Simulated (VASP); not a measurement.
The system is CdO.

```
CELL_PARAMETERS angstrom
0.00000 2.36099 2.36099
2.36099 0.00000 2.36099
2.36099 2.36099 0.00000
ATOMIC_POSITIONS crystal
Cd 0.00000 0.00000 0.00000
O 0.50000 0.50000 0.50000
```

Program: VASP 6.6.1. Alike in all runs: task single point; no spin polarisation; cell as given; cutoff (eV) 600.

**Question.** Order these runs on this cell by their pressure, lowest first.
A. level PBEsol; potentials or basis VASP PAW PBE potentials, release 64 (Cd, O); k mesh 2 × 2 × 2; smearing gaussian 0.1 eV
B. level BLYP; potentials or basis VASP PAW PBE potentials, release 64 (Cd, O); k mesh 6 × 6 × 6; smearing tetrahedron
C. level LDA; potentials or basis VASP PAW LDA potentials, release 64 (Cd, O); k mesh 6 × 6 × 6; smearing gaussian 0.1 eV
D. level RPBE+D4; potentials or basis VASP PAW PBE potentials, release 64 (Cd, O); k mesh 3 × 3 × 3; smearing gaussian 0.1 eV

**Answer.** C (-6.5 GPa), D (3.9 GPa), A (6.0 GPa), B (10.7 GPa).

Caveats: all runs use coarse meshes; the PAW data sets were made with another functional, which shifts forces and pressure a little (some runs); pairwise dispersion overbinds metals, which lowers pressure and volume (some runs).
